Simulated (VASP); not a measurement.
Wanted: the native input for a VASP 6.6.1 run.

```yaml
Task: single point
Functional: PBE
Potentials_or_basis: VASP PAW PBE potentials, release 64 (In_d, P)
Cutoff: 520 eV
k_mesh: 8 × 8 × 8
Occupations: fermi-dirac, width 0.02 eV
Spin: no spin polarisation
Dipole_correction: no
Further_INCAR_settings: ALGO = Normal; EDIFF = 1e-06; NBANDS = 16
```

The structure of InP lies in POSCAR:

```
InP
1.0
    0.0000000000      2.9791902107      2.9250818287
    2.9791902107      0.0000000000      2.9250818287
    2.9791902107      2.9791902107      0.0000000000
In P
1 1
Direct
    0.0000000000      0.0000000000      0.0000000000
    0.2500000000      0.2500000000      0.2500000000
```

This cell differs from its parent crystal: epitaxial xy strain +0.9%.

These files were run (other wordings do the same):

INCAR

```
SYSTEM = InP
PREC = Accurate ; ENCUT = 520
EDIFF = 1E-6 ; ISMEAR = -1
SIGMA = 0.02 ; LREAL = .False.
LASPH = .True. ; NELM = 100
ALGO = Normal ; ISIF = 2
LWAVE = .False. ; LCHARG = .False.
GGA = PE ; NBANDS = 16
```

KPOINTS

```
regular mesh
0
Gamma
  8 8 8
  0 0 0
```

Potentials or basis: VASP PAW PBE potentials, release 64 (In_d, P).

Run with:

```sh
$ cat potpaw_PBE.64/In_d/POTCAR potpaw_PBE.64/P/POTCAR > POTCAR
$ mpirun -np 1 vasp_std > vasp.out
```

Results of the run:

| Quantity | Value |
| --- | --- |
| Pressure | 1.1 GPa |
| Band gap on the k mesh | 0.49 eV, direct |

Caveat: the cell differs from its parent crystal (epitaxial xy strain +0.9%); spin-orbit coupling is left out, which moves the levels of the heavy elements.

Run time: 29 s on 1 thread of Intel Xeon 6975P-C, with other jobs on the host, peak memory 0.2 GiB.
